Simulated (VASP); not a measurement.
# C in VASP: single point with PBEsol

Aim: the single point of C with PBEsol.

All numbers are computed with VASP 6.6.1; they aren't measurements. Logs are shortened: lines on timing, memory, paths and dates and some standing lists are left out, and cuts for length are marked.

### Step 1. The cell of the first run

The cell holds a wire or tube with vacuum around it, 20 atoms: a = 4.259 Å, b = 8.870 Å, c = 25.631 Å, α = 90.00°, β = 90.00°, γ = 90.00°.

### Step 2. Single point, PBEsol

Input file INCAR:

```
PREC = Accurate
ENCUT = 520
EDIFF = 1E-6
ISMEAR = 0
SIGMA = 0.1
LREAL = Auto
LASPH = True
NELM = 100
ALGO = Normal
ISIF = 2
LWAVE = False
LCHARG = False
LDIPOL = True
IDIPOL = 3
DIPOL = 0.5 0.5 0.500
GGA = PS
NBANDS = 56
```

Input file KPOINTS:

```
regular mesh
0
Gamma
  8 4 1
```

Input file POSCAR:

```
C
1.0
    4.2587908135      0.0000000000      0.0000000000
    0.0000000000      8.8704720420      0.0000000000
    0.0000000000      0.0000000000     25.6310928235
C
20
Direct
    0.1450599844      0.9583468227      0.2965007969
    0.8549400156      0.9583468227      0.2965007969
    0.6632483657      0.9232014942      0.3386565880
    0.3367516343      0.9232014942      0.3386565880
    0.1662447966      0.8847581934      0.3847778874
    0.8337552034      0.8847581934      0.3847778874
    0.6659491168      0.8463037548      0.4309030638
    0.3340508832      0.8463037548      0.4309030638
    0.1668135876      0.8078436740      0.4770371530
    0.8331864124      0.8078436740      0.4770371530
    0.6668141425      0.7695565471      0.5229618030
    0.3331858575      0.7695565471      0.5229618030
    0.1659493247      0.7310991418      0.5690963480
    0.8340506753      0.7310991418      0.5690963480
    0.6662444501      0.6926495319      0.6152219369
    0.3337555499      0.6926495319      0.6152219369
    0.1632488052      0.6542119402      0.6613438898
    0.8367511948      0.6542119402      0.6613438898
    0.6450608291      0.6190722189      0.7035005332
    0.3549391709      0.6190722189      0.7035005332
```

Potentials or basis: VASP PAW PBE potentials, release 64 (C).

Launch:

```bash
cat potpaw_PBE.64/C/POTCAR > POTCAR
mpirun -np 1 vasp_std > vasp.out
```

OUTCAR:

```text
PREC = Accurate
   ENCUT = 520
   EDIFF = 1E-6
   ISMEAR = 0
   LREAL = Auto
   LASPH = True
   NELM = 100
   ISIF = 2
   GGA = PS

 ion  position               nearest neighbor table
   1  0.145  0.958  0.297-   2 1.24   4 1.39
   2  0.855  0.958  0.297-   1 1.24   3 1.39
   3  0.663  0.923  0.339-   2 1.39   4 1.39   6 1.43
   4  0.337  0.923  0.339-   1 1.39   3 1.39   5 1.43
   5  0.166  0.885  0.385-   6 1.42   8 1.42   4 1.43
   6  0.834  0.885  0.385-   5 1.42   7 1.42   3 1.43
   7  0.666  0.846  0.431-   8 1.41  10 1.42   6 1.42
   8  0.334  0.846  0.431-   7 1.41   9 1.42   5 1.42
[... 8 lines left out ...]
  17  0.163  0.654  0.661-  20 1.39  18 1.39  16 1.43
  18  0.837  0.654  0.661-  19 1.39  17 1.39  15 1.43
  19  0.645  0.619  0.704-  20 1.24  18 1.39
  20  0.355  0.619  0.704-  19 1.24  17 1.39

  LATTYP: Found a simple orthorhombic cell.
 ALAT       =     4.2587908135
 B/A-ratio  =     2.0828616456
 C/A-ratio  =     6.0183967577

  Lattice vectors:

 A1 = (   4.2587908135,   0.0000000000,   0.0000000000)
 A2 = (   0.0000000000,   8.8704720420,   0.0000000000)
 A3 = (   0.0000000000,   0.0000000000,  25.6310928235)

Analysis of symmetry for initial positions (statically):
=====================================================================
 Subroutine PRICEL returns:
 Original cell was already a primitive cell.

 Routine SETGRP: Setting up the symmetry group for a
 simple orthorhombic supercell.

 Subroutine GETGRP returns: Found  2 space group operations
 (whereof  2 operations were pure point group operations)
 out of a pool of  8 trial point group operations.

The static configuration has the point symmetry C_1h.

Analysis of symmetry for dynamics (positions and initial velocities):
=====================================================================
 Subroutine PRICEL returns:
 Original cell was already a primitive cell.

 Routine SETGRP: Setting up the symmetry group for a
 simple orthorhombic supercell.

 Subroutine GETGRP returns: Found  2 space group operations
 (whereof  2 operations were pure point group operations)
 out of a pool of  8 trial point group operations.

The dynamic configuration has the point symmetry C_1h.

 Subroutine INISYM returns: Found  2 space group operations
 (whereof  2 operations are pure point group operations),
 and found     1 'primitive' translations

----------------------------------------------------------------------------------------

                                     Primitive cell

  volume of cell :     968.2782

  direct lattice vectors                    reciprocal lattice vectors
     4.258790814  0.000000000  0.000000000     0.234808434  0.000000000  0.000000000
     0.000000000  8.870472042  0.000000000     0.000000000  0.112733572  0.000000000
     0.000000000  0.000000000 25.631092824     0.000000000  0.000000000  0.039015114

  length of vectors
     4.258790814  8.870472042 25.631092824     0.234808434  0.112733572  0.039015114

  position of ions in fractional coordinates (direct lattice)
     0.145059984  0.958346823  0.296500797
     0.854940016  0.958346823  0.296500797
     0.663248366  0.923201494  0.338656588
     0.336751634  0.923201494  0.338656588
     0.166244797  0.884758193  0.384777887
     0.833755203  0.884758193  0.384777887
[... 12 lines left out ...]
     0.645060829  0.619072219  0.703500533
     0.354939171  0.619072219  0.703500533

  ion indices of the primitive-cell ions
   primitive index   ion index
                 1           1
                 2           2
                 3           3
                 4           4
                 5           5
                 6           6
[... 12 lines left out ...]
                19          19
                20          20

----------------------------------------------------------------------------------------

 KPOINTS: regular mesh

Automatic generation of k-mesh.
 Grid dimensions read from file:
 generate k-points for:    8    4    1

 Generating k-lattice:

  Cartesian coordinates                     Fractional coordinates (reciprocal lattice)
     0.029351054  0.000000000  0.000000000     0.125000000  0.000000000  0.000000000
     0.000000000  0.028183393  0.000000000     0.000000000  0.250000000  0.000000000
     0.000000000  0.000000000  0.039015114     0.000000000  0.000000000  1.000000000

  Length of vectors
     0.029351054  0.028183393  0.039015114

  Shift w.r.t. Gamma in fractional coordinates (k-lattice)
     0.000000000  0.000000000  0.000000000

 Subroutine IBZKPT returns following result:
 ===========================================

 Found     15 irreducible k-points:

 Following reciprocal coordinates:
            Coordinates               Weight
  0.000000  0.000000  0.000000      1.000000
  0.125000  0.000000  0.000000      2.000000
  0.250000  0.000000  0.000000      2.000000
  0.375000  0.000000  0.000000      2.000000
  0.500000  0.000000  0.000000      1.000000
  0.000000  0.250000  0.000000      2.000000
  0.125000  0.250000  0.000000      4.000000
  0.250000  0.250000  0.000000      4.000000
  0.375000  0.250000  0.000000      4.000000
  0.500000  0.250000  0.000000      2.000000
  0.000000  0.500000  0.000000      1.000000
  0.125000  0.500000  0.000000      2.000000
  0.250000  0.500000  0.000000      2.000000
  0.375000  0.500000  0.000000      2.000000
  0.500000  0.500000  0.000000      1.000000
   k-points           NKPTS =     15   k-points in BZ     NKDIM =     15   number of bands    NBANDS=     56
   number of dos      NEDOS =    301   number of ions     NIONS =     20
   total plane-waves  NPLWV = 430080
   dimension x,y,z NGX =    32 NGY =   70 NGZ =  192
   dimension x,y,z NGXF=    64 NGYF=  140 NGZF=  384
   ions per type =              20
   NGX,Y,Z   is equivalent  to a cutoff of  12.49, 13.12, 12.45 a.u.
   NGXF,Y,Z  is equivalent  to a cutoff of  24.98, 26.24, 24.91 a.u.
 SYSTEM =  unknown system
   PREC   = accura    normal or accurate (medium, high low for compatibility)
   ISTART =      0    job   : 0-new  1-cont  2-samecut
   ICHARG =      2    charge: 1-file 2-atom 10-const
   ISPIN  =      1    spin polarized calculation?
   LNONCOLLINEAR =      F non collinear calculations
   LSORBIT =      F    spin-orbit coupling
   LASPH  =      T    aspherical Exc in radial PAW
   ENCUT  =  520.0 eV  38.22 Ry    6.18 a.u.   7.92 16.49 47.66*2*pi/ulx,y,z
   NELM   =    100;   NELMIN=  2; NELMDL= -5     # of ELM steps
   EDIFF  = 0.1E-05   stopping-criterion for ELM
   LREAL  =      T    real-space projection
   EDIFFG = 0.1E-04   stopping-criterion for IOM
   NSW    =      0    number of steps for IOM
   IBRION =     -1    ionic relax: 0-MD 1-quasi-New 2-CG
   NFREE  =      0    steps in history (QN), initial steepest desc. (CG)
   ISIF   =      2    stress and relaxation
   ISYM   =      2    0-nonsym 1-usesym 2-fastsym
   POTIM  = 0.5000    time-step for ionic-motion
   TEBEG  =    0.0;   TEEND  =   0.0 temperature during run
   PSTRESS=    0.0 pullay stress
   NELECT =      80.0000    total number of electrons
   NUPDOWN=      -1.0000    fix difference up-down
   EMIN   =  10.00;   EMAX   =-10.00  energy-range for DOS
   EFERMI =   0.00;   METHOD = LEGACY
   ISMEAR =     0;   SIGMA  =   0.10  broadening in eV -4-tet -1-fermi 0-gaus
   EFERMI_NEDOS =   21; number of points for ismear=-14 and -15
   IALGO  =     38    algorithm
   IMIX   =      4    mixing-type and parameters
     AMIX     =   0.40;   BMIX     =  1.00
     AMIX_MAG =   1.60;   BMIX_MAG =  1.00
  volume/ion in A,a.u.               =      48.41       326.71
  Fermi-wavevector in a.u.,A,eV,Ry     =   0.713025  1.347422  6.917266  0.508405
  Thomas-Fermi vector in A             =   1.800555
   LORBIT       =      0    0 simple, 1 ext, 2 COOP (PROOUT), +10 PAW based schemes
   GGA     = PS    functional components
   LHFCALC =     F    Hartree Fock is set to
   AEXX    =    0.0000 exact exchange contribution
   IVDW    =     0    specifies the selected vdW correction
   LEPSILON=     F    determine dielectric tensor
   LRPA    =     F    only Hartree local field effects (RPA)
 non-spin polarized calculation
 Gauss-broadening in eV      SIGMA  =   0.10
  energy-cutoff  :      520.00
  volume of cell :      968.28
 maximum number of plane-waves:     26168
 NGX is ok and might be reduce to    32
   NGX = 15   NGY = 33   NGZ = 95

 dipolmoment           0.000000      0.000000      0.000010 electrons x Angstroem

 number of electron      80.0000002 magnetization

 dipolmoment           0.000000      0.000000     -0.000000 electrons x Angstroem

 Free energy of the ion-electron system (eV)
  ---------------------------------------------------
  ext. energy  EPLUGINS =         0.00000000
  ---------------------------------------------------
  free energy    TOTEN  =      -183.81946194 eV

  energy without entropy =     -183.81946194  energy(sigma->0) =     -183.81946194

 E-fermi :  -3.2114     XC(G=0):  -2.6354

 val. band max:       -3.6490107819   @ k =   0.0000   0.0000   0.0000
 cond. band min:      -2.7589216836   @ k =   0.5000   0.0000   0.0000
 fundamental gap:      0.8900890983
 Fermi energy:        -3.2114317801

 k-point     1 :       0.0000    0.0000    0.0000
  band No.  band energies     occupation
      1     -22.5070      2.00000
      2     -22.1198      2.00000
      3     -21.3620      2.00000
      4     -20.2415      2.00000
      5     -18.8372      2.00000
      6     -17.3420      2.00000
[... 44 lines left out ...]
     51       1.4221      0.00000
     52       1.8207      0.00000

 k-point     2 :       0.1250    0.0000    0.0000
  band No.  band energies     occupation
      1     -22.4149      2.00000
      2     -22.0293      2.00000
      3     -21.2737      2.00000
      4     -20.1578      2.00000
      5     -18.7723      2.00000
      6     -18.1413      2.00000
[... 707 lines left out ...]
 k-point    15 :       0.5000    0.5000    0.0000
  band No.  band energies     occupation
      1     -21.0563      2.00000
      2     -21.0562      2.00000
      3     -20.6931      2.00000
      4     -20.6931      2.00000
      5     -19.9360      2.00000
      6     -19.9360      2.00000
[... 44 lines left out ...]
     51       3.0879      0.00000
     52       3.0879      0.00000
 [bands above 52 left out]

------------------------ aborting loop because EDIFF is reached ----------------------------------------

 vacuum level on the upper side and lower side of the slab       (xc-potential included)        -0.038        -0.038

  FORCE on cell =-STRESS in cart. coord.  units (eV):
  Direction    XX          YY          ZZ          XY          YZ          ZX
  --------------------------------------------------------------------------------------
  -------------------------------------------------------------------------------------
  Total       13.4880136     -0.0219431      0.8703816      0.0000000     -0.2804275      0.0000000
  in kB       22.3181613     -0.0363084      1.4401910      0.0000000     -0.4640139      0.0000000
  external PRESSURE =       7.9073480 kB  Pullay stress =       0.0000000 kB

 VOLUME and BASIS-vectors are now :
 -----------------------------------------------------------------------------
  energy-cutoff  :      520.00
  volume of cell :      968.28
      direct lattice vectors                 reciprocal lattice vectors
     4.258790814  0.000000000  0.000000000     0.234808434  0.000000000  0.000000000
     0.000000000  8.870472042  0.000000000     0.000000000  0.112733572  0.000000000
     0.000000000  0.000000000 25.631092824     0.000000000  0.000000000  0.039015114

 POSITION                                       TOTAL-FORCE (eV/Angst)
 -----------------------------------------------------------------------------------
      0.61778      8.50099      7.59964         0.078674      0.007019     -0.041429
      3.64101      8.50099      7.59964        -0.078674      0.007019     -0.041429
      2.82464      8.18923      8.68014        -0.018605      0.004126     -0.010675
      1.43415      8.18923      8.68014         0.018605      0.004126     -0.010675
      0.70800      7.84822      9.86228        -0.000991     -0.001508      0.001371
      3.55079      7.84822      9.86228         0.000991     -0.001508      0.001371
[... 12 lines left out ...]
      2.74718      5.49146     18.03149         0.081420     -0.013408      0.041845
      1.51161      5.49146     18.03149        -0.081420     -0.013408      0.041845
 -----------------------------------------------------------------------------------
    total drift:                               -0.000000      0.009045     -0.006959

  FREE ENERGIE OF THE ION-ELECTRON SYSTEM (eV)
  ---------------------------------------------------
  free  energy   TOTEN  =      -183.8194619379 eV

  energy  without entropy=     -183.8194619379  energy(sigma->0) =     -183.81946194

 vacuum level on the upper side and lower side of the slab         1.803         1.803
```

Wall time 13 min (1 thread of Intel Xeon 6975P-C (Granite Rapids), shared host); peak memory 1.1 GiB.

What came out:

* Free energy: -183.8195 eV
* Largest force: 0.093 eV/Å
* Band gap on the k mesh: 0.89 eV (least direct gap 1.10 eV)

Forces on the atoms (eV/Å):
```
C    0.079  0.007 -0.041
C   -0.079  0.007 -0.041
C   -0.019  0.004 -0.011
C    0.019  0.004 -0.011
C   -0.001 -0.002  0.001
C    0.001 -0.002  0.001
C    0.013 -0.001 -0.005
C   -0.013 -0.001 -0.005
C    0.013  0.003 -0.008
C   -0.013  0.003 -0.008
C   -0.006 -0.003  0.007
C    0.006 -0.003  0.007
C    0.010  0.001  0.001
C   -0.010  0.001  0.001
C    0.001  0.003  0.001
C   -0.001  0.003  0.001
C   -0.029  0.001  0.012
C    0.029  0.001  0.012
C    0.081 -0.013  0.042
C   -0.081 -0.013  0.042
```

Caveat: the PAW data sets were made with another functional, which shifts forces and pressure a little.
